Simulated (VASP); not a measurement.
Wanted: the native input for a VASP 6.6.1 run.

```yaml
Task: dielectric tensor
Functional: PBE
Potentials_or_basis: VASP PAW PBE potentials, release 64 (B, N)
Cutoff: 520 eV
k_mesh: 9 × 9 × 6
Occupations: gaussian, width 0.01 eV
Spin: no spin polarisation
Dipole_correction: no
Further_INCAR_settings: ALGO = Normal; EDIFF = 1e-08
```

The structure of BN lies in POSCAR:

```
BN
1.0
    2.5439493036      0.0000000000      0.0000000000
   -1.2719746518      2.2031247228      0.0000000000
    0.0000000000      0.0000000000      4.2078167811
B N
2 2
Direct
    0.6666666667      0.3333333333      0.0002035744
    0.3333333333      0.6666666667      0.5002035744
    0.6666666667      0.3333333333      0.3747964256
    0.3333333333      0.6666666667      0.8747964256
```

The input as run:

INCAR

```
SYSTEM = BN
PREC = Accurate ; ENCUT = 520
EDIFF = 1E-8 ; ISMEAR = 0
SIGMA = 0.01 ; LREAL = .False.
LASPH = .True. ; NELM = 100
ALGO = Normal ; ISIF = 2
LWAVE = .False. ; LCHARG = .False.
GGA = PE ; LEPSILON = .True.
```

KPOINTS

```
Automatic mesh
0
Gamma
  9 9 6
  0 0 0
```

Potentials or basis: VASP PAW PBE potentials, release 64 (B, N).

Run with:

```sh
$ cat potpaw_PBE.64/B/POTCAR potpaw_PBE.64/N/POTCAR > POTCAR
$ mpirun -np 1 vasp_std > vasp.out
```

It gave:

```json
{
  "Band gap on the k mesh": "5.19 eV, indirect (least direct gap 8.29 eV)",
  "Electronic dielectric tensor (diagonal)": "4.56, 4.56, 4.72",
  "Born charges (mean of the diagonal)": "B +1.87; N -1.87 e"
}
```

It took 3.5 min on 1 thread of AMD EPYC 7R43 64-Core Processor (Zen 3), with other jobs on the host, peak memory 0.18 GiB.
